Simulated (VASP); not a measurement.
Wanted: the native input for a VASP 6.6.1 run.

* Task: single point
* Functional: revPBE
* Dispersion: D4
* Potentials or basis: VASP PAW PBE potentials, release 64 (Sr_sv, O)
* Cutoff: 520 eV
* k mesh: 9 × 9 × 9
* Occupations: fermi-dirac, width 0.05 eV
* Spin: no spin polarisation
* Dipole correction: no
* Further INCAR settings: ALGO = Normal; EDIFF = 1e-06; NBANDS = 15

The structure of SrO lies in POSCAR:

```
SrO
1.0
    0.0000000000      2.5913338505      2.5913338505
    2.5913338505      0.0000000000      2.5913338505
    2.5913338505      2.5913338505      0.0000000000
Sr O
1 1
Direct
    0.5000000000      0.5000000000      0.5000000000
    0.0000000000      0.0000000000      0.0000000000
```

The input as run:

INCAR

```
PREC = Accurate
ENCUT = 520
EDIFF = 1E-6
ISMEAR = -1
SIGMA = 0.05
LREAL = F
LASPH = T
NELM = 80
ALGO = Normal
ISIF = 2
LWAVE = F
LCHARG = F
GGA = RE
IVDW = 13
NBANDS = 15
```

KPOINTS

```
regular mesh
0
Gamma
  9 9 9
```

Potentials or basis: VASP PAW PBE potentials, release 64 (Sr_sv, O).

The run is started by

```bash
$ cat potpaw_PBE.64/Sr_sv/POTCAR potpaw_PBE.64/O/POTCAR > POTCAR
$ mpirun -np 1 vasp_std > vasp.out
```

It gave:

| Property | Result |
| --- | --- |
| Pressure | 0.5 GPa |
| Band gap on the k mesh | 3.42 eV, indirect (least direct gap 3.53 eV) |
| Dispersion energy per atom | -0.266 eV |

Caveat: the PAW data sets were made with another functional, which shifts forces and pressure a little.

Run time: 11 s on 1 thread of AMD EPYC 9R45 96-Core Processor (Zen 5), on a shared host, peak memory 0.14 GiB.
